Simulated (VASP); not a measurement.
**BaTe: single point with PBEsol**

The system is BaTe.

```xyz
4
Lattice="5.9230 0.0000 0.0000 0.0000 5.9230 0.0000 0.0000 0.0000 4.1891" Properties=species:S:1:pos:R:3 pbc="T T T"
Ba    2.9615    0.0000    2.0945
Ba    0.0000    2.9615    2.0945
Te    0.0000    0.0000    0.0000
Te    2.9615    2.9615    0.0000
```

This cell differs from its parent crystal: volume scaled by 1.020.

```
Program             : VASP 6.6.1
Task                : single point
Functional          : PBEsol
Potentials or basis : VASP PAW PBE potentials, release 64 (Ba_sv, Te)
Cutoff              : 520 eV
k mesh              : 6 × 6 × 8
Occupations         : gaussian, width 0.05 eV
Spin                : no spin polarisation
```

| Item | Value |
| --- | --- |
| Pressure | -0.1 GPa |
| Band gap on the k mesh | 0.58 eV |

Levels at points of the mesh, in eV from the valence-band top:
| k point | band 13 | band 14 | band 15 | band 16 | band 17 | band 18 | band 19 | band 20 |
| --- | --- | --- | --- | --- | --- | --- | --- | --- |
| (0.00, 0.00, 0.00) | -0.38 | -0.38 | -0.38 | 0.00 | 0.58 | 0.58 | 0.84 | 2.50 |
| (0.50, 0.00, 0.00) | -1.64 | -1.64 | -0.61 | -0.61 | 1.66 | 1.66 | 3.11 | 3.11 |
| (0.50, 0.50, 0.00) | -0.96 | -0.96 | -0.96 | -0.96 | 1.43 | 1.43 | 4.71 | 4.71 |
| (0.00, 0.00, 0.50) | -3.15 | -3.15 | -0.96 | -0.96 | 1.43 | 4.71 | 4.83 | 4.83 |
| (0.50, 0.00, 0.50) | -2.29 | -2.29 | -1.27 | -1.27 | 2.48 | 2.48 | 2.60 | 2.60 |
| (0.50, 0.50, 0.50) | -2.14 | -2.14 | 0.00 | 0.00 | 0.84 | 0.84 | 2.52 | 2.52 |

Wall time 3.2 min on 1 thread of Oxide Virtual Turin-like Processor, on a shared host, peak memory 0.33 GiB.

Caveat: the PAW data sets were made with another functional, which shifts forces and pressure a little; spin-orbit coupling is left out, which moves the levels of the heavy elements. A k mesh can miss the band edges.
